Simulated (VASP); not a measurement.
# TeW3 (P6_3/mmc) in VASP: single point with PBE

Aim: the single point of TeW3 with PBE.

Everything below comes from runs of VASP 6.6.1. Logs are shortened: lines on timing, memory, paths and dates and some standing lists are left out, and cuts for length are marked.

## Step 1: The cell of the first run

The structure is hexagonal, space group P6_3/mmc (No. 194). The conventional cell has a = 6.165 Å, b = 6.165 Å, c = 4.534 Å, α = 90.00°, β = 90.00°, γ = 120.00°. Te (site symmetry -6m2) has 12 W at 3.03 to 3.09 Å within 4.0 Å. W (site symmetry mm2) has 8 W at 2.69 to 3.47 Å and 4 Te at 3.03 to 3.09 Å within 3.5 Å.

## Step 2: Single point, PBE

INCAR

```
ALGO = Fast
EDIFF = 1E-6
ENCUT = 520
GGA = PE
ISIF = 2
ISMEAR = 0
LASPH = T
LCHARG = T
LELF = T
LREAL = F
LVHAR = T
LWAVE = F
NBANDS = 58
NELM = 80
PREC = Accurate
SIGMA = 0.1
```

KPOINTS

```
k-points
0
Gamma
  6 6 8
```

POSCAR

```
TeW3
1.0
    6.1646028039      0.0000000000      0.0000000000
   -3.0823014020      5.3387026324      0.0000000000
    0.0000000000      0.0000000000      4.5338736070
Te W
2 6
Direct
    0.3333333333      0.6666666667      0.2500000000
    0.6666666667      0.3333333333      0.7500000000
    0.8544460900      0.7088921801      0.2500000000
    0.1455539100      0.8544460900      0.7500000000
    0.2911078199      0.1455539100      0.2500000000
    0.1455539100      0.2911078199      0.7500000000
    0.8544460900      0.1455539100      0.2500000000
    0.7088921801      0.8544460900      0.7500000000
```

Potentials or basis: VASP PAW PBE potentials, release 64 (Te, W_sv).

Command:

```
> cat potpaw_PBE.64/Te/POTCAR potpaw_PBE.64/W_sv/POTCAR > POTCAR
> mpirun -np 1 vasp_std > vasp.out
```

OUTCAR:

```text
EDIFF = 1E-6
   ENCUT = 520
   GGA = PE
   ISIF = 2
   ISMEAR = 0
   LASPH = T
   LREAL = F
   NELM = 80
   PREC = Accurate

 ion  position               nearest neighbor table
   1  0.333  0.667  0.250-   4 3.03   4 3.03   8 3.03   8 3.03   6 3.03   6 3.03   7 3.09   7 3.09
                             3 3.09   3 3.09   5 3.09   5 3.09
   2  0.667  0.333  0.750-   7 3.03   7 3.03   5 3.03   5 3.03   3 3.03   3 3.03   4 3.09   4 3.09
                             6 3.09   6 3.09   8 3.09   8 3.09
   3  0.854  0.709  0.250-   5 2.69   7 2.69   8 2.75   8 2.75   4 2.75   4 2.75   2 3.03   2 3.03
                             1 3.09   1 3.09   5 3.47   7 3.47
   4  0.146  0.854  0.750-   8 2.69   6 2.69   3 2.75   3 2.75   5 2.75   5 2.75   1 3.03   1 3.03
                             2 3.09   2 3.09   8 3.47   6 3.47
   5  0.291  0.146  0.250-   3 2.69   7 2.69   6 2.75   6 2.75   4 2.75   4 2.75   2 3.03   2 3.03
                             1 3.09   1 3.09   3 3.47   7 3.47
   6  0.146  0.291  0.750-   8 2.69   4 2.69   5 2.75   5 2.75   7 2.75   7 2.75   1 3.03   1 3.03
                             2 3.09   2 3.09   8 3.47   4 3.47
   7  0.854  0.146  0.250-   5 2.69   3 2.69   6 2.75   6 2.75   8 2.75   8 2.75   2 3.03   2 3.03
                             1 3.09   1 3.09   5 3.47   3 3.47
   8  0.709  0.854  0.750-   6 2.69   4 2.69   3 2.75   3 2.75   7 2.75   7 2.75   1 3.03   1 3.03
                             2 3.09   2 3.09   6 3.47   4 3.47

  LATTYP: Found a hexagonal cell.
 ALAT       =     6.1646028039
 C/A-ratio  =     0.7354688941

  Lattice vectors:

 A1 = (   6.1646028039,   0.0000000000,   0.0000000000)
 A2 = (  -3.0823014020,   5.3387026324,   0.0000000000)
 A3 = (   0.0000000000,   0.0000000000,   4.5338736070)

Analysis of symmetry for initial positions (statically):
=====================================================================
 Subroutine PRICEL returns:
 Original cell was already a primitive cell.

 Routine SETGRP: Setting up the symmetry group for a
 hexagonal supercell.

 Subroutine GETGRP returns: Found 24 space group operations
 (whereof 12 operations were pure point group operations)
 out of a pool of 24 trial point group operations.

The static configuration has the point symmetry D_3d.
 The point group associated with its full space group is D_6h.

Analysis of symmetry for dynamics (positions and initial velocities):
=====================================================================
 Subroutine PRICEL returns:
 Original cell was already a primitive cell.

 Routine SETGRP: Setting up the symmetry group for a
 hexagonal supercell.

 Subroutine GETGRP returns: Found 24 space group operations
 (whereof 12 operations were pure point group operations)
 out of a pool of 24 trial point group operations.

The dynamic configuration has the point symmetry D_3d.
 The point group associated with its full space group is D_6h.

 Subroutine INISYM returns: Found 24 space group operations
 (whereof 12 operations are pure point group operations),
 and found     1 'primitive' translations

----------------------------------------------------------------------------------------

                                     Primitive cell

  volume of cell :     149.2142

  direct lattice vectors                    reciprocal lattice vectors
     6.164602804  0.000000000  0.000000000     0.162216453  0.093655713  0.000000000
    -3.082301402  5.338702632  0.000000000     0.000000000  0.187311425  0.000000000
     0.000000000  0.000000000  4.533873607     0.000000000  0.000000000  0.220561949

  length of vectors
     6.164602804  6.164602804  4.533873607     0.187311425  0.187311425  0.220561949

  position of ions in fractional coordinates (direct lattice)
     0.333333333  0.666666667  0.250000000
     0.666666667  0.333333333  0.750000000
     0.854446090  0.708892180  0.250000000
     0.145553910  0.854446090  0.750000000
     0.291107820  0.145553910  0.250000000
     0.145553910  0.291107820  0.750000000
     0.854446090  0.145553910  0.250000000
     0.708892180  0.854446090  0.750000000

  ion indices of the primitive-cell ions
   primitive index   ion index
                 1           1
                 2           2
                 3           3
                 4           4
                 5           5
                 6           6
                 7           7
                 8           8

----------------------------------------------------------------------------------------

 KPOINTS: k-points

Automatic generation of k-mesh.
 Grid dimensions read from file:
 generate k-points for:    6    6    8

 Generating k-lattice:

  Cartesian coordinates                     Fractional coordinates (reciprocal lattice)
     0.027036075  0.015609285  0.000000000     0.166666667  0.000000000  0.000000000
     0.000000000  0.031218571  0.000000000     0.000000000  0.166666667  0.000000000
     0.000000000  0.000000000  0.027570244     0.000000000  0.000000000  0.125000000

  Length of vectors
     0.031218571  0.031218571  0.027570244

  Shift w.r.t. Gamma in fractional coordinates (k-lattice)
     0.000000000  0.000000000  0.000000000

 Subroutine IBZKPT returns following result:
 ===========================================

 Found     35 irreducible k-points:

 Following reciprocal coordinates:
            Coordinates               Weight
  0.000000  0.000000  0.000000      1.000000
  0.166667  0.000000  0.000000      6.000000
  0.333333  0.000000  0.000000      6.000000
  0.500000  0.000000  0.000000      3.000000
  0.166667  0.166667  0.000000      6.000000
  0.333333  0.166667  0.000000     12.000000
[... 16 lines left out ...]
  0.166667  0.000000  0.375000     12.000000
  0.333333  0.000000  0.375000     12.000000
 [... further k-points ...]
   k-points           NKPTS =     35   k-points in BZ     NKDIM =     35   number of bands    NBANDS=     58
   number of dos      NEDOS =    301   number of ions     NIONS =      8
   total plane-waves  NPLWV =  82944
   dimension x,y,z NGX =    48 NGY =   48 NGZ =   36
   dimension x,y,z NGXF=    96 NGYF=   96 NGZF=   72
   ions per type =               2   6
   NGX,Y,Z   is equivalent  to a cutoff of  12.94, 12.94, 13.20 a.u.
   NGXF,Y,Z  is equivalent  to a cutoff of  25.89, 25.89, 26.40 a.u.
 SYSTEM =  unknown system
   PREC   = accura    normal or accurate (medium, high low for compatibility)
   ISTART =      0    job   : 0-new  1-cont  2-samecut
   ICHARG =      2    charge: 1-file 2-atom 10-const
   ISPIN  =      1    spin polarized calculation?
   LNONCOLLINEAR =      F non collinear calculations
   LSORBIT =      F    spin-orbit coupling
   LASPH  =      T    aspherical Exc in radial PAW
   ENCUT  =  520.0 eV  38.22 Ry    6.18 a.u.  11.46 11.46  8.43*2*pi/ulx,y,z
   NELM   =     80;   NELMIN=  2; NELMDL= -5     # of ELM steps
   EDIFF  = 0.1E-05   stopping-criterion for ELM
   LREAL  =      F    real-space projection
   EDIFFG = 0.1E-04   stopping-criterion for IOM
   NSW    =      0    number of steps for IOM
   IBRION =     -1    ionic relax: 0-MD 1-quasi-New 2-CG
   NFREE  =      0    steps in history (QN), initial steepest desc. (CG)
   ISIF   =      2    stress and relaxation
   ISYM   =      2    0-nonsym 1-usesym 2-fastsym
   POTIM  = 0.5000    time-step for ionic-motion
   TEBEG  =    0.0;   TEEND  =   0.0 temperature during run
   PSTRESS=    0.0 pullay stress
   NELECT =      96.0000    total number of electrons
   NUPDOWN=      -1.0000    fix difference up-down
   EMIN   =  10.00;   EMAX   =-10.00  energy-range for DOS
   EFERMI =   0.00;   METHOD = LEGACY
   ISMEAR =     0;   SIGMA  =   0.10  broadening in eV -4-tet -1-fermi 0-gaus
   EFERMI_NEDOS =   21; number of points for ismear=-14 and -15
   IALGO  =     68    algorithm
   IMIX   =      4    mixing-type and parameters
     AMIX     =   0.40;   BMIX     =  1.00
     AMIX_MAG =   1.60;   BMIX_MAG =  1.00
  volume/ion in A,a.u.               =      18.65       125.87
  Fermi-wavevector in a.u.,A,eV,Ry     =   1.413281  2.670714 27.175773  1.997363
  Thomas-Fermi vector in A             =   2.534943
   LORBIT       =      0    0 simple, 1 ext, 2 COOP (PROOUT), +10 PAW based schemes
   GGA     = PE    functional components
   LHFCALC =     F    Hartree Fock is set to
   AEXX    =    0.0000 exact exchange contribution
   IVDW    =     0    specifies the selected vdW correction
   LEPSILON=     F    determine dielectric tensor
   LRPA    =     F    only Hartree local field effects (RPA)
 non-spin polarized calculation
 RMM-DIIS sequential band-by-band and
 Gauss-broadening in eV      SIGMA  =   0.10
  energy-cutoff  :      520.00
  volume of cell :      149.21
 maximum number of plane-waves:      4049
 NGX is ok and might be reduce to    48
   NGX = 23   NGY = 23   NGZ = 17

 number of electron      96.0000012 magnetization

 Free energy of the ion-electron system (eV)
  ---------------------------------------------------
  ext. energy  EPLUGINS =         0.00000000
  ---------------------------------------------------
  free energy    TOTEN  =       -76.93130765 eV

  energy without entropy =      -76.89057542  energy(sigma->0) =      -76.91094154

 E-fermi :  11.0768     XC(G=0): -12.4538

 val. band max:       11.0714287735   @ k =   0.3333   0.1667   0.5000
 cond. band min:      11.0776264568   @ k =   0.0000   0.0000   0.1250
 fundamental gap:      0.0061976833
 Fermi energy:        11.0767929829

 k-point     1 :       0.0000    0.0000    0.0000
  band No.  band energies     occupation
      1     -63.1758      2.00000
      2     -63.0913      2.00000
      3     -63.0913      2.00000
      4     -63.0622      2.00000
      5     -63.0349      2.00000
      6     -63.0349      2.00000
[... 50 lines left out ...]
     57      12.5499      0.00000
     58      13.4188      0.00000

 k-point     2 :       0.1667    0.0000    0.0000
  band No.  band energies     occupation
      1     -63.1755      2.00000
      2     -63.0917      2.00000
      3     -63.0913      2.00000
      4     -63.0619      2.00000
      5     -63.0353      2.00000
      6     -63.0349      2.00000
[... 50 lines left out ...]
     57      12.6327      0.00000
     58      12.7233      0.00000
[... 1279 lines left out ...]
     57      12.7988      0.00000
     58      13.3065      0.00000

 k-point    24 :       0.3333    0.0000    0.3750
  band No.  band energies     occupation
      1     -63.1398      2.00000
      2     -63.0963      2.00000
      3     -63.0750      2.00000
      4     -63.0739      2.00000
      5     -63.0534      2.00000
      6     -63.0523      2.00000
[... 50 lines left out ...]
     57      12.7692      0.00000
     58      12.8203      0.00000

 [... further k-points ...]
[... 5 lines left out ...]
  --------------------------------------------------------------------------------------
  -------------------------------------------------------------------------------------
  Total        0.2086055      0.2086055      0.4527407     -0.0000000      0.0000000     -0.0000000
  in kB        2.2398872      2.2398872      4.8612715     -0.0000000      0.0000000     -0.0000000
  external PRESSURE =       3.1136820 kB  Pullay stress =       0.0000000 kB

 VOLUME and BASIS-vectors are now :
 -----------------------------------------------------------------------------
  energy-cutoff  :      520.00
  volume of cell :      149.21
      direct lattice vectors                 reciprocal lattice vectors
     6.164602804  0.000000000  0.000000000     0.162216453  0.093655713  0.000000000
    -3.082301402  5.338702632  0.000000000     0.000000000  0.187311425  0.000000000
     0.000000000  0.000000000  4.533873607     0.000000000  0.000000000  0.220561949

 POSITION                                       TOTAL-FORCE (eV/Angst)
 -----------------------------------------------------------------------------------
     -0.00000      3.55914      1.13347         0.000000     -0.000000      0.000000
      3.08230      1.77957      3.40041         0.000000     -0.000000      0.000000
      3.08230      3.78456      1.13347         0.000000     -0.033694     -0.000000
     -1.73638      4.56163      3.40041         0.029180     -0.016847     -0.000000
      1.34592      0.77707      1.13347         0.029180      0.016847      0.000000
      0.00000      1.55414      3.40041        -0.000000      0.033694      0.000000
      4.81868      0.77707      1.13347        -0.029180      0.016847      0.000000
      1.73638      4.56163      3.40041        -0.029180     -0.016847      0.000000
 -----------------------------------------------------------------------------------
    total drift:                                0.000000     -0.000000      0.000000

  FREE ENERGIE OF THE ION-ELECTRON SYSTEM (eV)
  ---------------------------------------------------
  free  energy   TOTEN  =       -76.9313076487 eV

  energy  without entropy=      -76.8905754220  energy(sigma->0) =      -76.91094154
```

Run time: 11 min. Hardware: 1 thread of AMD EPYC 7R43 (Zen 3), shared host; peak memory 0.38 GiB.

Results:

```
Free energy            : -76.9313 eV
Pressure               : 0.3 GPa
Largest force          : 0.034 eV/Å
Band gap on the k mesh : zero (bands 48 and 49 overlap by 0.60 eV)
```

Forces on the atoms (eV/Å):
```
Te   0.000  0.000  0.000
Te   0.000  0.000  0.000
W    0.000 -0.034  0.000
W    0.029 -0.017  0.000
W    0.029  0.017  0.000
W    0.000  0.034  0.000
W   -0.029  0.017  0.000
W   -0.029 -0.017  0.000
```

Caveat: spin-orbit coupling is left out, which moves the levels of the heavy elements.
